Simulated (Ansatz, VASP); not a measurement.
# Two plane-wave programs on MgS

```xyz
2
Lattice="0.0000 2.6015 2.6015 2.6496 0.0000 2.6015 2.6496 2.6015 0.0000" Properties=species:S:1:pos:R:3 pbc="T T T"
Mg    0.0000    0.0000    0.0000
S     2.6496    2.6015    2.6015
```

Change from the starting cell: uniaxial_x strain +1.9%.

Alike in both runs: task single point; functional r2SCAN; k mesh 8 × 8 × 8; no spin polarisation.

|  | VASP | Ansatz |
| --- | --- | --- |
| version | VASP 6.6.1 | Ansatz 0.2.0 |
| potentials or method | VASP PAW PBE potentials, release 64 (Mg, S) | plane waves, PAW |
| plane-wave cutoff (eV) | 520 | 500 |
| occupations | gaussian, width 0.01 eV | fixed |
| valence electrons in the cell | 8 | 16 |

|  | VASP | Ansatz | Ansatz less VASP |
| --- | --- | --- | --- |
| gap on the k mesh at the Fermi level (eV) | 3.31 | 3.34 | +0.030 |
| pressure (GPa) | -1.8 | -1.4 | +0.46 |
| traceless stress, the component that is largest in VASP (GPa) | -1.12 | -1.15 | -0.023 |

VASP's potentials were made for PBE, not for r2SCAN. VASP's potentials hold 8 valence electrons a cell and Ansatz's 16, so a difference there can come from the potentials and not from the codes.
